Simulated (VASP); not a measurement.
SiNi, 4 atoms in the cell. Symmetry: Pmmn, No. 59, orthorhombic system. Conventional cell: a = 2.962 Å, b = 3.302 Å, c = 4.708 Å, α = 90.00°, β = 90.00°, γ = 90.00°. Within 3.1 Å of Ni (site symmetry mm2) lie 6 Si at 2.35 to 2.38 Å and 6 Ni at 2.67 to 2.96 Å. Within 3.1 Å of Si (site symmetry mm2) lie 6 Ni at 2.35 to 2.38 Å and 6 Si at 2.66 to 2.96 Å. 

| Property | Result |
| --- | --- |
| Program | VASP 6.6.1 |
| Task | single point |
| Functional | BLYP |
| Potentials or basis | VASP PAW PBE potentials, release 64 (Ni, Si) |
| Cutoff | 520 eV |
| k mesh | 9 × 8 × 6 |
| Occupations | fermi-dirac, width 0.05 eV |
| Spin | collinear spin, ferromagnetic start |
| Starting moments | [1.0, 1.0, 0.0, 0.0] μB |
| Dipole correction | no |
| Further INCAR settings | ALGO = Normal; EDIFF = 1e-06; NBANDS = 26 |

Potentials or basis: VASP PAW PBE potentials, release 64 (Ni, Si).

Command:

```sh
$ cat potpaw_PBE.64/Ni/POTCAR potpaw_PBE.64/Si/POTCAR > POTCAR
$ mpirun -np 1 vasp_std > vasp.out
```

Hardware: 1 thread of Intel(R) Xeon(R) 6975P-C (Granite Rapids), on a shared host.

Problem. How long does it take, and how much memory?

Solution. Run time: 84 s on 1 thread of Intel(R) Xeon(R) 6975P-C (Granite Rapids) (shared host), peak memory 0.3 GiB. Counts: scf iterations 15, k points 100.
